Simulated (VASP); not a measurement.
Se, 3 atoms in the cell. The structure is trigonal, space group P3_121 (No. 152). Conventional cell: a = 4.366 Å, b = 4.366 Å, c = 4.954 Å, α = 90.00°, β = 90.00°, γ = 120.00°. Se (site symmetry 2) has 2 Se at 2.37 Å within 3.1 Å. 

| Property | Result |
| --- | --- |
| Program | VASP 6.6.1 |
| Task | single point |
| Functional | PBEsol |
| Potentials or basis | VASP PAW PBE potentials, release 64 (Se) |
| Cutoff | 520 eV |
| k mesh | 5 × 5 × 4 |
| Occupations | fermi-dirac, width 0.05 eV |
| Spin | non-collinear spin, zero start, spin-orbit coupling |
| Starting moments | [[0.0, 0.0, 0.0], [0.0, 0.0, 0.0], [0.0, 0.0, 0.0]] μB |
| Dipole correction | no |
| Further INCAR settings | ALGO = Normal; EDIFF = 1e-06; NBANDS = 31 |

Potentials or basis: VASP PAW PBE potentials, release 64 (Se).

The run is started by

```sh
$ cat potpaw_PBE.64/Se/POTCAR > POTCAR
$ mpirun -np 1 vasp_ncl > vasp.out
```

Hardware: 1 thread of Intel(R) Xeon(R) Platinum 8259CL CPU @ 2.50GHz (Skylake/Cascade Lake), with other jobs on the host.

Task: Estimate the wall time of this run.

Result: Run time: 86 s on 1 thread of Intel(R) Xeon(R) Platinum 8259CL CPU @ 2.50GHz (Skylake/Cascade Lake), on a shared host, peak memory 0.39 GiB. Counts: scf iterations 13, k points 23.
